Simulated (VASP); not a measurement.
Zr4Si3B, 16 atoms in the cell. The cell holds a disordered packing, 16 atoms: a = 6.617 Å, b = 6.592 Å, c = 6.613 Å, α = 91.69°, β = 94.88°, γ = 88.05°. 

* Program: VASP 6.6.1
* Task: single point
* Functional: PBE
* Potentials or basis: VASP PAW PBE potentials, release 64 (Zr_sv, Si, B)
* Cutoff: 520 eV
* k mesh: 1 × 1 × 1, shifted
* Occupations: fermi-dirac, width 0.1792 eV
* Spin: no spin polarisation
* Dipole correction: no
* Further INCAR settings: LREAL = Auto; ALGO = Normal; EDIFF = 1e-06; NBANDS = 77; ISYM = 0

Potentials or basis: VASP PAW PBE potentials, release 64 (Zr_sv, Si, B).

Command:

```sh
$ cat potpaw_PBE.64/Zr_sv/POTCAR potpaw_PBE.64/Si/POTCAR potpaw_PBE.64/B/POTCAR > POTCAR
$ mpirun -np 1 vasp_std > vasp.out
```

Hardware: 1 thread of AMD EPYC 7R43 64-Core Processor (Zen 3), with other jobs on the host.

Estimate the wall time of this run.

Run time: 72 s on 1 thread of AMD EPYC 7R43 64-Core Processor (Zen 3) (shared host), peak memory 0.31 GiB. Counts: scf iterations 17, k points 1.
